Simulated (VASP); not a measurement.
Write the native input for VASP 6.6.1 that does the following.

* Task: single point
* Functional: PBE
* Potentials or basis: VASP PAW PBE potentials, release 64 (B, P)
* Cutoff: 520 eV
* k mesh: 1 × 1 × 18
* Occupations: gaussian, width 0.05 eV
* Spin: collinear spin, ferromagnetic start
* Starting moments: [0.5, 0.5] μB
* Dipole correction: no
* Further INCAR settings: ALGO = Normal; EDIFF = 1e-07; NBANDS = 15

The structure of BP lies in POSCAR:

```
BP
1.0
    9.0000000000      0.0000000000      0.0000000000
    0.0000000000      9.3000000000      0.0000000000
    0.0000000000      0.0000000000      3.5450520307
B P
1 1
Direct
    0.5000000000      0.5000000000      0.0000000000
    0.5000000000      0.5000000000      0.5000000000
```

The input as run:

INCAR

```
SYSTEM = BP
PREC = Accurate ; ENCUT = 520
EDIFF = 1E-7 ; ISMEAR = 0
SIGMA = 0.05 ; LREAL = .False.
LASPH = .True. ; NELM = 150
ALGO = Normal ; ISIF = 2
LWAVE = .False. ; LCHARG = .True.
ISPIN = 2 ; MAGMOM = 0.5 0.5
LORBIT = 11 ; GGA = PE
LELF = .True. ; LVHAR = .True.
NBANDS = 15
```

KPOINTS

```
regular mesh
0
Gamma
  1 1 18
  0 0 0
```

Potentials or basis: VASP PAW PBE potentials, release 64 (B, P).

The run is started by

```console
$ cat potpaw_PBE.64/B/POTCAR potpaw_PBE.64/P/POTCAR > POTCAR
$ mpirun -np 1 vasp_std > vasp.out
```

It gave:

The band gap on the k mesh is 0.67 eV, direct and the net moment is 0.00 μB per cell. The valence electrons inside the program's atomic spheres are B 1.76; P 2.59.

It took 4.5 min on 1 thread of AMD EPYC 7R13, on a shared host, peak memory 0.45 GiB.
